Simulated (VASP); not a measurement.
# In3Ga5As8 (P1) in VASP: relaxation of volume and atoms at fixed shape with PBEsol

Aim: the relaxation of volume and atoms at fixed shape of In3Ga5As8 with PBEsol.

All numbers are computed with VASP 6.6.1; they aren't measurements. Logs are shortened: lines on timing, memory, paths and dates and some standing lists are left out, and cuts for length are marked.

**1. The cell of the first run**

The typed cell holds 64 atoms: a = 11.645 Å, b = 11.645 Å, c = 11.645 Å, α = 90.00°, β = 90.00°, γ = 90.00°.

**2. Relaxation of volume and atoms at fixed shape, PBEsol**

INCAR reads:

```
PREC = Accurate
ENCUT = 500
EDIFF = 1E-7
ISMEAR = -1
SIGMA = 0.05
LREAL = Auto
LASPH = True
NELM = 120
ALGO = Normal
ISIF = 8
LWAVE = False
LCHARG = False
GGA = PS
IBRION = 2
NSW = 100
EDIFFG = -0.03
ISYM = -1
GGA_COMPAT = False
NELMIN = 4
KPAR = 1
```

KPOINTS reads:

```
explicit points
1
Reciprocal
  0.25000000   0.25000000   0.25000000 1
```

POSCAR reads:

```
In3Ga5As8
1.0
   11.6447760000      0.0000000000      0.0000000000
    0.0000000000     11.6447760000      0.0000000000
    0.0000000000      0.0000000000     11.6447760000
Ga In As
20 12 32
Direct
    0.0011860000      0.0003310000      0.0028650000
    0.0010640000      0.0002270000      0.4989790000
    0.0006380000      0.4981710000      0.0018000000
    0.4985020000      0.9984430000      0.5016530000
    0.4998370000      0.5000460000      0.9983630000
    0.2502090000      0.7505920000      0.9990820000
    0.2471710000      0.7496890000      0.5017290000
    0.7480010000      0.2482610000      0.9980100000
    0.7476290000      0.2505660000      0.4973230000
    0.7483060000      0.7493290000      0.9997700000
    0.7511250000      0.7505180000      0.4998080000
    0.2501880000      0.9985890000      0.7508540000
    0.2502190000      0.4996780000      0.2515710000
    0.2530600000      0.4988770000      0.7508140000
    0.7496410000      0.0017900000      0.7485400000
    0.9972470000      0.2493570000      0.7505530000
    0.9993480000      0.7495120000      0.2493580000
    0.0013100000      0.7492260000      0.7507810000
    0.5002090000      0.2489580000      0.7499820000
    0.4989730000      0.7501020000      0.2509950000
    0.0035430000      0.4997800000      0.5005100000
    0.4975870000      0.0038910000      0.0004370000
    0.5044740000      0.4996620000      0.4997260000
    0.2528730000      0.2489300000      0.9986310000
    0.2475380000      0.2511790000      0.4983210000
    0.2497420000      0.0009260000      0.2486040000
    0.7514350000      0.0005090000      0.2507000000
    0.7507530000      0.4993730000      0.2512940000
    0.7505750000      0.4985600000      0.7488920000
    0.9975110000      0.2505160000      0.2508140000
    0.5005130000      0.2500480000      0.2478750000
    0.4980010000      0.7493710000      0.7519370000
    0.1219630000      0.1269770000      0.1260180000
    0.1250460000      0.1245290000      0.6228030000
    0.1240160000      0.6256810000      0.1232850000
    0.1268280000      0.6268390000      0.6283920000
    0.6219430000      0.1254330000      0.1259910000
    0.6247640000      0.1258790000      0.6220350000
    0.6227860000      0.6256310000      0.1235830000
    0.6242010000      0.6259530000      0.6232810000
    0.3758670000      0.3742350000      0.1258690000
    0.3731690000      0.3713190000      0.6256680000
    0.3742230000      0.8762130000      0.1241930000
    0.3723180000      0.8742260000      0.6280810000
    0.8735300000      0.3729880000      0.1208370000
    0.8739650000      0.3756730000      0.6270270000
    0.8735480000      0.8746870000      0.1248430000
    0.8756120000      0.8745630000      0.6230030000
    0.3736370000      0.1249290000      0.3764970000
    0.3732250000      0.1234680000      0.8742850000
    0.3723140000      0.6252870000      0.3744610000
    0.3726190000      0.6231080000      0.8729150000
    0.8776660000      0.1222770000      0.3765520000
    0.8771910000      0.1264100000      0.8762970000
    0.8756530000      0.6251860000      0.3707930000
    0.8740830000      0.6223240000      0.8756390000
    0.1265910000      0.3713900000      0.3751260000
    0.1272170000      0.3737470000      0.8740620000
    0.1236640000      0.8748060000      0.3757330000
    0.1244260000      0.8729970000      0.8731730000
    0.6243150000      0.3751640000      0.3763960000
    0.6262060000      0.3758200000      0.8730440000
    0.6270850000      0.8758800000      0.3761290000
    0.6246950000      0.8722900000      0.8774700000
```

Potentials or basis: VASP PAW PBE potentials, release 64 (Ga_d, In_d, As).

Command:

```sh
$ cat potpaw_PBE.64/Ga_d/POTCAR potpaw_PBE.64/In_d/POTCAR potpaw_PBE.64/As/POTCAR > POTCAR
$ mpirun -np 4 vasp_std > vasp.out
```

OUTCAR:

```text
PREC = Accurate
   ENCUT = 500
   EDIFF = 1E-7
   ISMEAR = -1
   LREAL = Auto
   LASPH = True
   NELM = 120
   ISIF = 8
   GGA = PS
   IBRION = 2
   NSW = 100
   EDIFFG = -0.03
   ISYM = -1
   NELMIN = 4

 ion  position               nearest neighbor table
   1  0.001  0.000  0.003-  33 2.49  47 2.52  54 2.53  60 2.56
   2  0.001  0.000  0.499-  53 2.47  59 2.50  34 2.50  48 2.52
   3  0.001  0.498  0.002-  45 2.50  35 2.50  56 2.53  58 2.55
   4  0.499  0.998  0.502-  38 2.52  49 2.53  63 2.53  44 2.53
   5  0.500  0.500  0.998-  39 2.51  52 2.53  62 2.53  41 2.54
   6  0.250  0.751  0.999-  60 2.52  43 2.52  35 2.52  52 2.53
[... 56 lines left out ...]
  63  0.627  0.876  0.376-  11 2.51  27 2.52   4 2.53  20 2.55
  64  0.625  0.872  0.877-  10 2.48  32 2.52  22 2.57  15 2.58

IMPORTANT INFORMATION: All symmetrisations will be switched off!
NOSYMM: (Re-)initialisation of all symmetry stuff for point group C_1.

----------------------------------------------------------------------------------------

                                     Primitive cell

  volume of cell :    1579.0410

  direct lattice vectors                    reciprocal lattice vectors
    11.644776000  0.000000000  0.000000000     0.085875417  0.000000000  0.000000000
     0.000000000 11.644776000  0.000000000     0.000000000  0.085875417  0.000000000
     0.000000000  0.000000000 11.644776000     0.000000000  0.000000000  0.085875417

  length of vectors
    11.644776000 11.644776000 11.644776000     0.085875417  0.085875417  0.085875417

  position of ions in fractional coordinates (direct lattice)
     0.001186000  0.000331000  0.002865000
     0.001064000  0.000227000  0.498979000
     0.000638000  0.498171000  0.001800000
     0.498502000  0.998443000  0.501653000
     0.499837000  0.500046000  0.998363000
     0.250209000  0.750592000  0.999082000
[... 56 lines left out ...]
     0.627085000  0.875880000  0.376129000
     0.624695000  0.872290000  0.877470000

  ion indices of the primitive-cell ions
   primitive index   ion index
                 1           1
                 2           2
                 3           3
                 4           4
                 5           5
                 6           6
[... 56 lines left out ...]
                63          63
                64          64

[... 45 lines left out ...]
   EFERMI_NEDOS =   21; number of points for ismear=-14 and -15
   IALGO  =     38    algorithm
   IMIX   =      4    mixing-type and parameters
     AMIX     =   0.40;   BMIX     =  1.00
     AMIX_MAG =   1.60;   BMIX_MAG =  1.00
  volume/ion in A,a.u.               =      24.67       166.50
  Fermi-wavevector in a.u.,A,eV,Ry     =   1.169727  2.210464 18.616325  1.368261
  Thomas-Fermi vector in A             =   2.306196
   LORBIT       =      0    0 simple, 1 ext, 2 COOP (PROOUT), +10 PAW based schemes
   GGA     = PS    functional components
   LHFCALC =     F    Hartree Fock is set to
   AEXX    =    0.0000 exact exchange contribution
   IVDW    =     0    specifies the selected vdW correction
   LEPSILON=     F    determine dielectric tensor
   LRPA    =     F    only Hartree local field effects (RPA)
 conjugate gradient relaxation of ions
 non-spin polarized calculation
  energy-cutoff  :      500.00
  volume of cell :     1579.04
 maximum number of plane-waves:     40099
 NGX is ok and might be reduce to    84
   NGX = 43   NGY = 43   NGZ = 43

--------------------------------------- Ionic step        1  -------------------------------------------

 number of electron     575.9999940 magnetization

 Free energy of the ion-electron system (eV)
  ---------------------------------------------------
  ext. energy  EPLUGINS =         0.00000000
  ---------------------------------------------------
  free energy    TOTEN  =      -279.71145076 eV

  energy without entropy =     -279.71140191  energy(sigma->0) =     -279.71142633

------------------------ aborting loop because EDIFF is reached ----------------------------------------

  FORCE on cell =-STRESS in cart. coord.  units (eV):
  Direction    XX          YY          ZZ          XY          YZ          ZX
  --------------------------------------------------------------------------------------
  -------------------------------------------------------------------------------------
  Total        8.8071210      8.6526691      9.0581114     -6.8284914     -4.4224221     -5.7824194
  in kB        8.9361640      8.7794491      9.1908319     -6.9285433     -4.4872200     -5.8671441
  external PRESSURE =       8.9688150 kB  Pullay stress =       0.0000000 kB
[... 275 lines left out ...]
  FREE ENERGIE OF THE ION-ELECTRON SYSTEM (eV)
  ---------------------------------------------------
  free  energy   TOTEN  =      -281.8893925982 eV

  energy  without entropy=     -281.8893111436  energy(sigma->0) =     -281.88935187

[... ionic steps 4 to 13 ...]

--------------------------------------- Ionic step       14  -------------------------------------------

 number of electron     576.0000054 magnetization

------------------------ aborting loop because EDIFF is reached ----------------------------------------
[... 191 lines left out ...]
--------------------------------------- Ionic step       16  -------------------------------------------

 number of electron     576.0000057 magnetization

 Free energy of the ion-electron system (eV)
  ---------------------------------------------------
  ext. energy  EPLUGINS =         0.00000000
  ---------------------------------------------------
  free energy    TOTEN  =      -282.74771042 eV

  energy without entropy =     -282.74766914  energy(sigma->0) =     -282.74768978

 E-fermi :   4.3660     XC(G=0):  -9.5443

 val. band max:        3.7911365620   @ k =   0.2500   0.2500   0.2500
 cond. band min:       4.9160693899   @ k =   0.2500   0.2500   0.2500
 fundamental gap:      1.1249328278
 Fermi energy:         4.3659751838

 k-point     1 :       0.2500    0.2500    0.2500
  band No.  band energies     occupation
      1     -10.8828      2.00000
      2     -10.8680      2.00000
      3     -10.8678      2.00000
      4     -10.8584      2.00000
      5     -10.8567      2.00000
      6     -10.8549      2.00000
[... 292 lines left out ...]
    299       6.0601      0.00000
    300       6.0814      0.00000
 [bands above 300 left out]

------------------------ aborting loop because EDIFF is reached ----------------------------------------

  FORCE on cell =-STRESS in cart. coord.  units (eV):
  Direction    XX          YY          ZZ          XY          YZ          ZX
  --------------------------------------------------------------------------------------
  -------------------------------------------------------------------------------------
  Total       -0.2043457      0.2856463      0.3029756     -6.1156970     -6.8748594     -6.2716515
  in kB       -0.2074729      0.2900176      0.3076121     -6.2092856     -6.9800655     -6.3676267
  external PRESSURE =       0.1300523 kB  Pullay stress =       0.0000000 kB
[... 79 lines left out ...]
  FREE ENERGIE OF THE ION-ELECTRON SYSTEM (eV)
  ---------------------------------------------------
  free  energy   TOTEN  =      -282.7477104198 eV

  energy  without entropy=     -282.7476691376  energy(sigma->0) =     -282.74768978

 reached required accuracy - stopping structural energy minimisation
```

Wall time 49 min (4 MPI ranks of Intel Xeon 6975P-C (Granite Rapids), shared host); peak memory 0.65 GiB.

Results:

| Item | Value |
| --- | --- |
| Free energy | -282.7477 eV |
| Relaxed volume | 24.66 Å³/atom |
| Relaxed cell | a = 11.642 Å, b = 11.642 Å, c = 11.642 Å, α = 90.00°, β = 90.00°, γ = 90.00° |
| Space group after relaxing (to 0.1 Å) | P1 (No. 1) |
| Energy gained by relaxing | 47.4 meV/atom |
| Ionic steps | 16 |
| Pressure after relaxing | 0.0 GPa |
| Largest force after relaxing | 0.023 eV/Å |
| Band gap on the k mesh | 1.12 eV |

Forces in eV/Å, atoms in the order of the input:
```
Ga  -0.006  0.005 -0.002
Ga   0.004  0.006 -0.005
Ga   0.003 -0.002  0.005
Ga  -0.003  0.006 -0.012
Ga   0.000 -0.001  0.001
Ga  -0.002 -0.005  0.010
Ga   0.008 -0.001 -0.012
Ga   0.002  0.000  0.007
Ga  -0.005 -0.006  0.006
Ga  -0.004 -0.004  0.006
Ga  -0.012 -0.006 -0.003
Ga   0.005  0.008 -0.008
Ga  -0.004 -0.002 -0.002
Ga  -0.001 -0.004  0.000
Ga  -0.007  0.005  0.002
Ga   0.014 -0.006 -0.001
Ga   0.008 -0.001 -0.004
Ga  -0.005  0.003 -0.014
Ga  -0.002 -0.001 -0.001
Ga   0.005 -0.006 -0.007
In  -0.006 -0.005 -0.004
In   0.005  0.007  0.005
In   0.001  0.001 -0.001
In  -0.001  0.004  0.003
In   0.010  0.004  0.006
In   0.005  0.001  0.007
In   0.000  0.005  0.005
In  -0.005 -0.004  0.001
In  -0.004 -0.004  0.003
In   0.004  0.002  0.000
In   0.007  0.009  0.001
In   0.001 -0.002 -0.004
As   0.009  0.003 -0.004
As   0.003  0.002 -0.006
As   0.002 -0.004  0.006
As   0.004 -0.002 -0.013
As   0.003  0.006  0.011
As  -0.011 -0.006  0.004
As  -0.005 -0.018  0.013
As   0.001 -0.013  0.001
As   0.000 -0.002  0.003
As   0.006 -0.002  0.005
As   0.003 -0.009  0.001
As   0.001  0.002 -0.019
As  -0.001  0.002  0.000
As  -0.002 -0.010  0.002
As   0.002  0.005  0.016
As  -0.005  0.015 -0.002
As   0.007  0.011  0.000
As  -0.003  0.012  0.005
As   0.001  0.000 -0.009
As   0.001 -0.003  0.012
As  -0.001 -0.001 -0.003
As  -0.008  0.007 -0.008
As  -0.003 -0.001 -0.004
As   0.003 -0.008 -0.002
As   0.006  0.000  0.001
As  -0.009 -0.005  0.003
As  -0.002 -0.004 -0.001
As   0.002  0.001  0.000
As   0.009  0.009  0.010
As  -0.012 -0.003  0.007
As  -0.015  0.006 -0.016
As   0.001  0.005 -0.001
```

The path:
```
step  energy change (eV)  largest force (eV/Å)  pressure (GPa)  volume (Å³)
   1              0.0000                1.7841            0.90      1579.04
   2             -1.9213                0.8080           -0.85      1610.82
   3             -2.1779                0.5990           -1.60      1627.99
   4             -2.7433                0.5332            0.31      1573.28
   5             -2.7464                0.5263            0.50      1568.64
   6             -2.9284                0.2560            0.19      1574.57
   7             -2.9631                0.2848            0.00      1578.53
   8             -3.0042                0.1097           -0.06      1579.70
   9             -3.0104                0.1251           -0.08      1580.36
  10             -3.0223                0.0849            0.06      1576.88
  11             -3.0248                0.0618            0.16      1574.32
  12             -3.0313                0.0570           -0.04      1579.42
  13             -3.0313                0.0589           -0.05      1579.63
  14             -3.0344                0.0311           -0.02      1578.93
  15             -3.0351                0.0342            0.00      1578.36
  16             -3.0363                0.0227            0.01      1578.03
```

Final structure:
```cif
data_structure
_symmetry_space_group_name_H-M 'P 1'
_symmetry_Int_Tables_number 1
_cell_length_a 11.6423
_cell_length_b 11.6423
_cell_length_c 11.6423
_cell_angle_alpha 90.000
_cell_angle_beta 90.000
_cell_angle_gamma 90.000
_cell_volume 1578.03
loop_
_atom_site_label
_atom_site_type_symbol
_atom_site_fract_x
_atom_site_fract_y
_atom_site_fract_z
_atom_site_occupancy
Ga1 Ga 0.99822 0.99495 0.99368 1
Ga2 Ga 0.99715 0.99484 0.50688 1
Ga3 Ga 0.00106 0.50348 0.99641 1
Ga4 Ga 0.50074 0.99654 0.50431 1
Ga5 Ga 0.49736 0.50200 0.99970 1
Ga6 Ga 0.24576 0.74519 0.99943 1
Ga7 Ga 0.24682 0.75180 0.50037 1
Ga8 Ga 0.75055 0.24982 0.99249 1
Ga9 Ga 0.75017 0.24227 0.50695 1
Ga10 Ga 0.75407 0.74990 0.99985 1
Ga11 Ga 0.75154 0.75606 0.49917 1
Ga12 Ga 0.24464 0.99715 0.74788 1
Ga13 Ga 0.24916 0.50873 0.24601 1
Ga14 Ga 0.24743 0.50177 0.75403 1
Ga15 Ga 0.75448 0.00078 0.74805 1
Ga16 Ga 0.99686 0.24484 0.75167 1
Ga17 Ga 0.00090 0.75033 0.24762 1
Ga18 Ga 0.00257 0.75361 0.75276 1
Ga19 Ga 0.50028 0.24706 0.75012 1
Ga20 Ga 0.49646 0.74809 0.24893 1
In1 In 0.00272 0.50423 0.50263 1
In2 In 0.50203 0.99758 0.99634 1
In3 In 0.49845 0.50225 0.50058 1
In4 In 0.24824 0.25372 0.99431 1
In5 In 0.25005 0.24820 0.50596 1
In6 In 0.24692 0.99260 0.25228 1
In7 In 0.75279 0.99625 0.25225 1
In8 In 0.75071 0.50380 0.24592 1
In9 In 0.75284 0.49787 0.75388 1
In10 In 0.99727 0.25036 0.24766 1
In11 In 0.50262 0.25297 0.25068 1
In12 In 0.49818 0.75248 0.75079 1
As1 As 0.11843 0.11582 0.11614 1
As2 As 0.11624 0.11719 0.63181 1
As3 As 0.12171 0.62515 0.12395 1
As4 As 0.13248 0.63316 0.63427 1
As5 As 0.63345 0.13043 0.11847 1
As6 As 0.62426 0.12133 0.62781 1
As7 As 0.61842 0.63241 0.11684 1
As8 As 0.63378 0.63202 0.62008 1
As9 As 0.37391 0.38827 0.12632 1
As10 As 0.37507 0.37742 0.64010 1
As11 As 0.37329 0.86206 0.12161 1
As12 As 0.36654 0.88016 0.61991 1
As13 As 0.87401 0.37639 0.10800 1
As14 As 0.87624 0.36169 0.62504 1
As15 As 0.88190 0.86877 0.11890 1
As16 As 0.87496 0.87335 0.62775 1
As17 As 0.38158 0.11727 0.38055 1
As18 As 0.37252 0.12124 0.86096 1
As19 As 0.36693 0.63158 0.37032 1
As20 As 0.36824 0.61970 0.87964 1
As21 As 0.87720 0.12264 0.38944 1
As22 As 0.87470 0.12280 0.87412 1
As23 As 0.87534 0.63881 0.37447 1
As24 As 0.88263 0.63229 0.87992 1
As25 As 0.13342 0.38207 0.36739 1
As26 As 0.11486 0.38115 0.86580 1
As27 As 0.11448 0.86805 0.38266 1
As28 As 0.12704 0.87408 0.87531 1
As29 As 0.63584 0.36946 0.38412 1
As30 As 0.61626 0.36949 0.87985 1
As31 As 0.61684 0.86844 0.37962 1
As32 As 0.64124 0.87469 0.87328 1
```

Levels at points of the mesh, in eV from the valence-band top:
| k point | band 286 | band 287 | band 288 | band 289 | band 290 | band 291 |
| --- | --- | --- | --- | --- | --- | --- |
| (0.25, 0.25, 0.25) | -0.38 | -0.02 | 0.00 | 1.12 | 1.42 | 1.79 |

Caveat: the PAW data sets were made with another functional, which shifts forces and pressure a little; spin-orbit coupling is left out, which moves the levels of the heavy elements; a shifted mesh leaves out Γ, where band edges can lie. A k mesh can miss the band edges.
